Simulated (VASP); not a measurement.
# AlN (P6_3mc) in VASP: further runs

AlN is run at these levels: PBE; tasks: single point.

All numbers are computed with VASP 6.6.1; they aren't measurements. Logs are shortened: lines on timing, memory, paths and dates and some standing lists are left out, and cuts for length are marked.

### Step 1. The cell of the first run

Symmetry: P6_3mc, No. 186, hexagonal system. The conventional cell has a = 3.018 Å, b = 3.018 Å, c = 4.978 Å, α = 90.00°, β = 90.00°, γ = 120.00°. Al (site symmetry 3m) has 4 N at 1.83 to 1.92 Å within 2.4 Å. N (site symmetry 3m) has 4 Al at 1.83 to 1.92 Å within 2.4 Å.

### Step 2. Single point, PBE (equal xx and yy strain of -3 %)

INCAR

```
SYSTEM = AlN
PREC = Accurate
ENCUT = 520
EDIFF = 1E-7
ISMEAR = -1
SIGMA = 0.02
LREAL = .FALSE.
LASPH = .TRUE.
NELM = 100
ALGO = Normal
ISIF = 2
LWAVE = .FALSE.
LCHARG = .FALSE.
GGA = PE
NBANDS = 16
```

KPOINTS

```
Automatic mesh
0
G
  11 11 6
  0 0 0
```

POSCAR

```
AlN
1.0
    3.0176720870      0.0000000000      0.0000000000
   -1.5088360435      2.6133806877      0.0000000000
    0.0000000000      0.0000000000      4.9780000000
Al N
2 2
Direct
    0.3333333333      0.6666666667      0.0000000000
    0.6666666667      0.3333333333      0.5000000000
    0.3333333333      0.6666666667      0.3850000000
    0.6666666667      0.3333333333      0.8850000000
```

Potentials or basis: VASP PAW PBE potentials, release 64 (Al, N).

Command:

```
cat potpaw_PBE.64/Al/POTCAR potpaw_PBE.64/N/POTCAR > POTCAR
mpirun -np 1 vasp_std > vasp.out
```

OUTCAR:

```text
SYSTEM = AlN
   PREC = Accurate
   ENCUT = 520
   EDIFF = 1E-7
   ISMEAR = -1
   LREAL = .FALSE.
   LASPH = .TRUE.
   NELM = 100
   ISIF = 2
   GGA = PE

 ion  position               nearest neighbor table
   1  0.333  0.667  0.000-   4 1.83   4 1.83   4 1.83   3 1.92   2 3.04   2 3.04   2 3.04   2 3.04
                             2 3.04   2 3.04
   2  0.667  0.333  0.500-   3 1.83   3 1.83   3 1.83   4 1.92   1 3.04   1 3.04   1 3.04   1 3.04
                             1 3.04   1 3.04
   3  0.333  0.667  0.385-   2 1.83   2 1.83   2 1.83   1 1.92
   4  0.667  0.333  0.885-   1 1.83   1 1.83   1 1.83   2 1.92

  LATTYP: Found a hexagonal cell.
 ALAT       =     3.0176720870
 C/A-ratio  =     1.6496159478

  Lattice vectors:

 A1 = (   3.0176720870,   0.0000000000,   0.0000000000)
 A2 = (  -1.5088360435,   2.6133806877,   0.0000000000)
 A3 = (   0.0000000000,   0.0000000000,   4.9780000000)

Analysis of symmetry for initial positions (statically):
=====================================================================
 Subroutine PRICEL returns:
 Original cell was already a primitive cell.

 Routine SETGRP: Setting up the symmetry group for a
 hexagonal supercell.

 Subroutine GETGRP returns: Found 12 space group operations
 (whereof  6 operations were pure point group operations)
 out of a pool of 24 trial point group operations.

The static configuration has the point symmetry C_3v.
 The point group associated with its full space group is C_6v.

Analysis of symmetry for dynamics (positions and initial velocities):
=====================================================================
 Subroutine PRICEL returns:
 Original cell was already a primitive cell.

 Routine SETGRP: Setting up the symmetry group for a
 hexagonal supercell.

 Subroutine GETGRP returns: Found 12 space group operations
 (whereof  6 operations were pure point group operations)
 out of a pool of 24 trial point group operations.

The dynamic configuration has the point symmetry C_3v.
 The point group associated with its full space group is C_6v.

 Subroutine INISYM returns: Found 12 space group operations
 (whereof  6 operations are pure point group operations),
 and found     1 'primitive' translations

----------------------------------------------------------------------------------------

                                     Primitive cell

  volume of cell :      39.2581

  direct lattice vectors                    reciprocal lattice vectors
     3.017672087  0.000000000  0.000000000     0.331381267  0.191323064  0.000000000
    -1.508836043  2.613380688  0.000000000     0.000000000  0.382646128  0.000000000
     0.000000000  0.000000000  4.978000000     0.000000000  0.000000000  0.200883889

  length of vectors
     3.017672087  3.017672087  4.978000000     0.382646128  0.382646128  0.200883889

  position of ions in fractional coordinates (direct lattice)
     0.333333333  0.666666667  0.000000000
     0.666666667  0.333333333  0.500000000
     0.333333333  0.666666667  0.385000000
     0.666666667  0.333333333  0.885000000

  ion indices of the primitive-cell ions
   primitive index   ion index
                 1           1
                 2           2
                 3           3
                 4           4

----------------------------------------------------------------------------------------

 KPOINTS: Automatic mesh

Automatic generation of k-mesh.
 Grid dimensions read from file:
 generate k-points for:   11   11    6

 Generating k-lattice:

  Cartesian coordinates                     Fractional coordinates (reciprocal lattice)
     0.030125570  0.017393006  0.000000000     0.090909091 -0.000000000  0.000000000
     0.000000000  0.034786012  0.000000000     0.000000000  0.090909091  0.000000000
     0.000000000  0.000000000  0.033480648     0.000000000  0.000000000  0.166666667

  Length of vectors
     0.034786012  0.034786012  0.033480648

  Shift w.r.t. Gamma in fractional coordinates (k-lattice)
     0.000000000  0.000000000  0.000000000

 Subroutine IBZKPT returns following result:
 ===========================================

 Found     64 irreducible k-points:

 Following reciprocal coordinates:
            Coordinates               Weight
  0.000000  0.000000  0.000000      1.000000
  0.090909 -0.000000  0.000000      6.000000
  0.181818 -0.000000  0.000000      6.000000
  0.272727  0.000000  0.000000      6.000000
  0.363636 -0.000000  0.000000      6.000000
  0.454545 -0.000000  0.000000      6.000000
[... 16 lines left out ...]
  0.090909  0.090909  0.166667     12.000000
  0.181818  0.090909  0.166667     24.000000
 [... further k-points ...]
   k-points           NKPTS =     64   k-points in BZ     NKDIM =     64   number of bands    NBANDS=     16
   number of dos      NEDOS =    301   number of ions     NIONS =      4
   total plane-waves  NPLWV =  23040
   dimension x,y,z NGX =    24 NGY =   24 NGZ =   40
   dimension x,y,z NGXF=    48 NGYF=   48 NGZF=   80
   ions per type =               2   2
   NGX,Y,Z   is equivalent  to a cutoff of  13.22, 13.22, 13.36 a.u.
   NGXF,Y,Z  is equivalent  to a cutoff of  26.44, 26.44, 26.72 a.u.
 SYSTEM =  AlN
   PREC   = accura    normal or accurate (medium, high low for compatibility)
   ISTART =      0    job   : 0-new  1-cont  2-samecut
   ICHARG =      2    charge: 1-file 2-atom 10-const
   ISPIN  =      1    spin polarized calculation?
   LNONCOLLINEAR =      F non collinear calculations
   LSORBIT =      F    spin-orbit coupling
   LASPH  =      T    aspherical Exc in radial PAW
   ENCUT  =  520.0 eV  38.22 Ry    6.18 a.u.   5.61  5.61  9.26*2*pi/ulx,y,z
   NELM   =    100;   NELMIN=  2; NELMDL= -5     # of ELM steps
   EDIFF  = 0.1E-06   stopping-criterion for ELM
   LREAL  =      F    real-space projection
   EDIFFG = 0.1E-05   stopping-criterion for IOM
   NSW    =      0    number of steps for IOM
   IBRION =     -1    ionic relax: 0-MD 1-quasi-New 2-CG
   NFREE  =      0    steps in history (QN), initial steepest desc. (CG)
   ISIF   =      2    stress and relaxation
   ISYM   =      2    0-nonsym 1-usesym 2-fastsym
   POTIM  = 0.5000    time-step for ionic-motion
   TEBEG  =    0.0;   TEEND  =   0.0 temperature during run
   PSTRESS=    0.0 pullay stress
   NELECT =      16.0000    total number of electrons
   NUPDOWN=      -1.0000    fix difference up-down
   EMIN   =  10.00;   EMAX   =-10.00  energy-range for DOS
   EFERMI =   0.00;   METHOD = LEGACY
   ISMEAR =    -1;   SIGMA  =   0.02  broadening in eV -4-tet -1-fermi 0-gaus
   EFERMI_NEDOS =   21; number of points for ismear=-14 and -15
   IALGO  =     38    algorithm
   IMIX   =      4    mixing-type and parameters
     AMIX     =   0.40;   BMIX     =  1.00
     AMIX_MAG =   1.60;   BMIX_MAG =  1.00
  volume/ion in A,a.u.               =       9.81        66.23
  Fermi-wavevector in a.u.,A,eV,Ry     =   1.213775  2.293703 20.044789  1.473250
  Thomas-Fermi vector in A             =   2.349216
   LORBIT       =      0    0 simple, 1 ext, 2 COOP (PROOUT), +10 PAW based schemes
   GGA     = PE    functional components
   LHFCALC =     F    Hartree Fock is set to
   AEXX    =    0.0000 exact exchange contribution
   IVDW    =     0    specifies the selected vdW correction
   LEPSILON=     F    determine dielectric tensor
   LRPA    =     F    only Hartree local field effects (RPA)
 non-spin polarized calculation
  energy-cutoff  :      520.00
  volume of cell :       39.26
 maximum number of plane-waves:      1099
 NGX is ok and might be reduce to    24
   NGX = 11   NGY = 11   NGZ = 19

 number of electron      16.0000001 magnetization

 Free energy of the ion-electron system (eV)
  ---------------------------------------------------
  ext. energy  EPLUGINS =         0.00000000
  ---------------------------------------------------
  free energy    TOTEN  =       -29.55041208 eV

  energy without entropy =      -29.55041208  energy(sigma->0) =      -29.55041208

 E-fermi :   7.1167     XC(G=0): -11.1831

 val. band max:        6.7000532214   @ k =   0.0000   0.0000   0.0000
 cond. band min:      11.4817092792   @ k =   0.0000   0.0000   0.0000
 fundamental gap:      4.7816560578
 Fermi energy:         7.1167303776

 k-point     1 :       0.0000    0.0000    0.0000
  band No.  band energies     occupation
      1      -8.8071      2.00000
      2      -6.6034      2.00000
      3       0.4180      2.00000
      4       5.9661      2.00000
      5       5.9661      2.00000
      6       6.5477      2.00000
[... 8 lines left out ...]
     15      20.6413      0.00000
     16      20.6413      0.00000

 k-point     2 :       0.0909   -0.0000    0.0000
  band No.  band energies     occupation
      1      -8.6909      2.00000
      2      -6.5317      2.00000
      3       0.5536      2.00000
      4       5.4573      2.00000
      5       5.8232      2.00000
      6       6.0667      2.00000
[... 8 lines left out ...]
     15      20.4053      0.00000
     16      20.6971      0.00000

 k-point     3 :       0.1818   -0.0000    0.0000
  band No.  band energies     occupation
      1      -8.3541      2.00000
      2      -6.3370      2.00000
      3       0.9524      2.00000
      4       4.2478      2.00000
      5       5.0448      2.00000
      6       5.5006      2.00000
[... 8 lines left out ...]
     15      19.8521      0.00000
     16      20.0234      0.00000

 k-point     4 :       0.2727    0.0000    0.0000
  band No.  band energies     occupation
      1      -7.8365      2.00000
      2      -6.0859      2.00000
      3       1.5861      2.00000
      4       2.8889      2.00000
      5       3.9297      2.00000
      6       5.1492      2.00000
[... 8 lines left out ...]
     15      19.2794      0.00000
     16      21.1770      0.00000

 k-point     5 :       0.3636   -0.0000    0.0000
  band No.  band energies     occupation
      1      -7.2245      2.00000
      2      -5.8989      2.00000
      3       1.7617      2.00000
      4       2.3860      2.00000
      5       2.9779      2.00000
      6       4.8683      2.00000
[... 8 lines left out ...]
     15      19.3935      0.00000
     16      22.3541      0.00000

 k-point     6 :       0.4545   -0.0000    0.0000
  band No.  band energies     occupation
      1      -6.7079      2.00000
      2      -5.8880      2.00000
      3       1.1271      2.00000
      4       2.4044      2.00000
      5       3.1550      2.00000
      6       4.7149      2.00000
[... 8 lines left out ...]
     15      19.8950      0.00000
     16      22.3419      0.00000
[... 267 lines left out ...]
 k-point    21 :       0.3636   -0.0000    0.1667
  band No.  band energies     occupation
      1      -7.1461      2.00000
      2      -5.9993      2.00000
      3       1.4994      2.00000
      4       2.5114      2.00000
      5       3.1763      2.00000
      6       4.9389      2.00000
[... 8 lines left out ...]
     15      19.7038      0.00000
     16      22.1772      0.00000

 k-point    22 :       0.4545   -0.0000    0.1667
  band No.  band energies     occupation
      1      -6.6505      2.00000
      2      -5.9371      2.00000
      3       0.9860      2.00000
      4       2.0525      2.00000
      5       3.5813      2.00000
      6       4.7882      2.00000
[... 8 lines left out ...]
     15      19.6866      0.00000
     16      22.6507      0.00000

 k-point    23 :       0.0909    0.0909    0.1667
  band No.  band energies     occupation
      1      -8.3604      2.00000
      2      -6.5935      2.00000
      3       1.1555      2.00000
      4       4.8552      2.00000
      5       4.8837      2.00000
      6       5.7124      2.00000
[... 8 lines left out ...]
     15      19.9210      0.00000
     16      20.6095      0.00000

 k-point    24 :       0.1818    0.0909    0.1667
  band No.  band energies     occupation
      1      -7.9385      2.00000
      2      -6.3401      2.00000
      3       1.5584      2.00000
      4       3.6561      2.00000
      5       4.0595      2.00000
      6       5.2739      2.00000
[... 8 lines left out ...]
     15      19.8229      0.00000
     16      20.9402      0.00000

 [... further k-points ...]

------------------------ aborting loop because EDIFF is reached ----------------------------------------

  FORCE on cell =-STRESS in cart. coord.  units (eV):
  Direction    XX          YY          ZZ          XY          YZ          ZX
  --------------------------------------------------------------------------------------
  -------------------------------------------------------------------------------------
  Total        6.0931991      6.0931991      1.7728641      0.0000000      0.0000000      0.0000000
  in kB      248.6716834    248.6716835     72.3529795      0.0000000      0.0000000      0.0000000
  external PRESSURE =     189.8987821 kB  Pullay stress =       0.0000000 kB

 VOLUME and BASIS-vectors are now :
 -----------------------------------------------------------------------------
  energy-cutoff  :      520.00
  volume of cell :       39.26
      direct lattice vectors                 reciprocal lattice vectors
     3.017672087  0.000000000  0.000000000     0.331381267  0.191323064  0.000000000
    -1.508836043  2.613380688  0.000000000     0.000000000  0.382646128  0.000000000
     0.000000000  0.000000000  4.978000000     0.000000000  0.000000000  0.200883889

 POSITION                                       TOTAL-FORCE (eV/Angst)
 -----------------------------------------------------------------------------------
     -0.00000      1.74225      0.00000         0.000000      0.000000      0.603993
      1.50884      0.87113      2.48900        -0.000000      0.000000      0.603993
     -0.00000      1.74225      1.91653        -0.000000      0.000000     -0.603993
      1.50884      0.87113      4.40553         0.000000     -0.000000     -0.603993
 -----------------------------------------------------------------------------------
    total drift:                               -0.000000      0.000000      0.000489

  FREE ENERGIE OF THE ION-ELECTRON SYSTEM (eV)
  ---------------------------------------------------
  free  energy   TOTEN  =       -29.5504120753 eV

  energy  without entropy=      -29.5504120753  energy(sigma->0) =      -29.55041208
```

It took 52 s on 1 thread of Intel Xeon 8259CL, shared host; peak memory 0.17 GiB.

Results:

```
Free energy            : -29.5504 eV
Pressure               : 19.0 GPa
Largest force          : 0.604 eV/Å
Band gap on the k mesh : 4.78 eV
```

Forces in eV/Å, atoms in the order of the input:
```
Al   0.000  0.000  0.604
Al   0.000  0.000  0.604
N    0.000  0.000 -0.604
N    0.000  0.000 -0.604
```

Stress tensor (GPa, compression positive):
```
24.87  0.00  0.00
 0.00 24.87  0.00
 0.00  0.00  7.24
```

Caveat: the cell differs from its parent crystal (equal xx and yy strain of -3 %); the stress differs along the axes, from 7 to 25 GPa.

### Step 3. Single point, PBE (equal xx and yy strain of -1 %)

INCAR

```
  PREC = Accurate
  ENCUT = 520
  EDIFF = 1E-7
  ISMEAR = -1
  SIGMA = 0.02
  LREAL = F
  LASPH = T
  NELM = 80
  ALGO = Normal
  ISIF = 2
  LWAVE = F
  LCHARG = F
  GGA = PE
  NBANDS = 16
```

KPOINTS

```
Automatic mesh
0
Gamma
  11 11 6
```

Edit POSCAR of step 2 so:

```diff
@@ -2,4 +2,4 @@
 1.0
-    3.0176720870      0.0000000000      0.0000000000
-   -1.5088360435      2.6133806877      0.0000000000
+    3.0798921301      0.0000000000      0.0000000000
+   -1.5399460650      2.6672648256      0.0000000000
     0.0000000000      0.0000000000      4.9780000000
```

Potentials or basis: VASP PAW PBE potentials, release 64 (Al, N).

Command:

```
cat potpaw_PBE.64/Al/POTCAR potpaw_PBE.64/N/POTCAR > POTCAR
mpirun -np 1 vasp_std > vasp.out
```

It took 60 s on 1 thread of Intel Xeon 8259CL, shared host; peak memory 0.17 GiB.

The run converged. Its results:

```yaml
Free_energy: -29.7292 eV
Pressure: 8.4 GPa
Largest_force: 0.304 eV/Å
Band_gap_on_the_k_mesh: 4.37 eV
```

Forces on the atoms (eV/Å):
```
Al   0.000  0.000  0.304
Al   0.000  0.000  0.304
N    0.000  0.000 -0.304
N    0.000  0.000 -0.304
```

Stress tensor (GPa, compression positive):
```
10.53  0.00  0.00
 0.00 10.53  0.00
 0.00  0.00  4.03
```

Levels at points of the mesh, in eV from the valence-band top:
| k point | band 5 | band 6 | band 7 | band 8 | band 9 | band 10 | band 11 | band 12 |
| --- | --- | --- | --- | --- | --- | --- | --- | --- |
| (0.00, 0.00, 0.00) | -0.88 | -0.25 | -0.25 | 0.00 | 4.37 | 6.93 | 10.76 | 11.37 |
| (0.00, 0.00, 0.50) | -0.58 | -0.58 | -0.58 | -0.58 | 6.69 | 6.69 | 10.44 | 10.44 |

Caveat: the cell differs from its parent crystal (equal xx and yy strain of -1 %); the stress differs along the axes, from 4 to 11 GPa. A k mesh can miss the band edges.

(Continued in part 2 of 2.)
